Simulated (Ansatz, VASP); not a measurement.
**Y in VASP and in Ansatz**

The input POSCAR:

```
Y
1.0
    3.6425693900      0.0000000000      0.0000000000
   -1.8212847000      3.1545576300      0.0000000000
    0.0000000000      0.0000000000      5.8791583500
Y
2
Direct
    0.3333333300      0.6666666700      0.2500000000
    0.6666666700      0.3333333300      0.7500000000
```

INCAR.step1

```
PREC = Accurate
ENCUT = 520
ISMEAR = 0
SIGMA = 0.1
LREAL = False
LASPH = True
NELM = 100
NBANDS = 18
GGA = PE
ALGO = Normal
EDIFF = 1E-4
LWAVE = True
LCHARG = False
```

Contents of INCAR.step2:

```
PREC = Accurate
ENCUT = 520
EDIFF = 1E-7
ISMEAR = 0
SIGMA = 0.1
LREAL = False
LASPH = True
NELM = 100
ALGO = Normal
ISIF = 2
LWAVE = False
LCHARG = True
METAGGA = R2SCAN
LMIXTAU = True
LELF = True
LVHAR = True
NBANDS = 18
ISTART = 1
```

Contents of KPOINTS:

```
regular mesh
0
Gamma
  6 6 4
```

Input for Ansatz:

```yaml
crystal:
  lattice:
    - [3.64256939, 0.0, 0.0]
    - [-1.8212847, 3.15455763, 0.0]
    - [0.0, 0.0, 5.87915835]
  atoms:
    - { symbol: "Y", position: [0.33333333, 0.66666667, 0.25] }
    - { symbol: "Y", position: [0.66666667, 0.33333333, 0.75] }
basis:
  ecutwfc: 500
kpoints:
  mp_grid: { grid: [6, 6, 4] }
hamiltonian:
  xc: r2scan
  pseudopotentials: { kind: paw, azcp: { folder: soft_1 } }
scf:
  occupations: { method: gaussian, width: 0.1 }
output:
  forces: true
  stress: true
  eigenvalues: true
```

Alike in both runs: task single point; functional r2SCAN; k mesh 6 × 6 × 4; occupations gaussian, width 0.1 eV; no spin polarisation.

|  | VASP | Ansatz |
| --- | --- | --- |
| version | VASP 6.6.1 | Ansatz 0.2.0 |
| potentials or method | VASP PAW PBE potentials, release 64 (Y_sv), cutoff 520 eV | scalar-relativistic, plane waves, PAW |
| valence electrons in the cell | 22 | 22 |

```tsv
	VASP	Ansatz	Ansatz less VASP
gap on the k mesh at the Fermi level (eV)	none	none	-
pressure (GPa)	-0.3	-0.2	+0.01
traceless stress, the component that is largest in VASP (GPa)	-1.93	-1.96	-0.033
```

VASP's potentials were made for PBE, not for r2SCAN. A gap of «none» marks a metal or a gap that the smearing closes.
